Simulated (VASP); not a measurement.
Write the native input for VASP 6.6.1 that does the following.

- Task: single point
- Functional: PBEsol
- Potentials or basis: VASP PAW PBE potentials, release 64 (Ta_pv, N)
- Cutoff: 520 eV
- k mesh: 14 × 14 × 14
- Occupations: gaussian, width 0.02 eV
- Spin: no spin polarisation
- Dipole correction: no
- Further INCAR settings: ALGO = Normal; EDIFF = 1e-06; NBANDS = 24

The structure of TaN lies in POSCAR:

```
TaN
1.0
   -1.4439996563      1.4439996563      5.0986755961
    1.4439996563     -1.4439996563      5.0986755961
    1.4439996563      1.4439996563     -5.0986755961
Ta N
2 2
Direct
    0.7504672867      0.7504672867      0.0000000000
    0.5004672867      1.0004672867      0.5000000000
    0.3321612883      0.3321612883      0.0000000000
    0.0821612883      0.5821612883      0.5000000000
```

These files were run (other wordings do the same):

INCAR

```
SYSTEM = TaN
ALGO     = Normal         ! electronic algorithm
EDIFF    = 1E-6           ! SCF threshold, eV
ENCUT    = 520            ! plane-wave cutoff, eV
GGA      = PS             ! functional
ISIF     = 2              ! what is computed and relaxed
ISMEAR   = 0              ! smearing method
LASPH    = .True.         ! aspherical terms in the spheres
LCHARG   = .False.        ! write CHGCAR
LREAL    = .False.        ! projectors in reciprocal space
LWAVE    = .False.        ! write WAVECAR
NBANDS   = 24             ! bands
NELM     = 80             ! most SCF steps
PREC     = Accurate       ! precision mode
SIGMA    = 0.02           ! smearing width, eV
```

KPOINTS

```
k-points
0
Gamma
  14 14 14
  0 0 0
```

Potentials or basis: VASP PAW PBE potentials, release 64 (Ta_pv, N).

Command:

```console
$ cat potpaw_PBE.64/Ta_pv/POTCAR potpaw_PBE.64/N/POTCAR > POTCAR
$ mpirun -np 1 vasp_std > vasp.out
```

Results of the run:

```json
{
  "Pressure": "0.8 GPa",
  "Band gap on the k mesh": "0.68 eV, indirect (least direct gap 0.99 eV)"
}
```

Caveat: the PAW data sets were made with another functional, which shifts forces and pressure a little; spin-orbit coupling is left out, which moves the levels of the heavy elements.

Run time: 6.3 min on 1 thread of AMD EPYC 7R13 Processor (Zen 3), on a shared host, peak memory 0.37 GiB.
